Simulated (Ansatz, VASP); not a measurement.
# C in VASP and in Ansatz

```
C
1.0
     2.12732   -1.22828    0.00000
     2.12732    1.22828    0.00000
    -1.37907    0.00000    3.50283
C
2
Cartesian
  -0.6699 0.0000 3.5025
  3.5455 0.0000 0.0003
```

Alike in both runs: task relaxation of cell and atoms; functional BLYP; dispersion D4; k mesh 13 × 13 × 8; occupations fermi-dirac, width 0.05 eV; no spin polarisation.

```csv
,VASP,Ansatz
version,VASP 6.6.1,Ansatz 0.2.0
potentials or method,"VASP PAW PBE potentials, release 64 (C)",Ansatz PAW
plane-wave cutoff (eV),600,420
valence electrons in the cell,8,8
```

|  | VASP | Ansatz | Ansatz less VASP |
| --- | --- | --- | --- |
| gap on the k mesh at the Fermi level, each at its own relaxed structure (eV) | 0.52 | 0.54 | +0.016 |
| relaxed volume (Å³/atom) | 8.39 | 8.45 | +0.055 |
| relaxed cell length with the largest relative difference (Å) | 3.491 | 3.522 | +0.0313 |

VASP's potentials were made for PBE, not for BLYP.

Noted on Ansatz's run: odd divisions of the mesh miss points on the zone boundary, where band edges often lie, so the gap on the mesh can be too wide; the plane-wave basis is chosen anew once the cell has moved, so the energies of steps on either side of that aren't comparable.
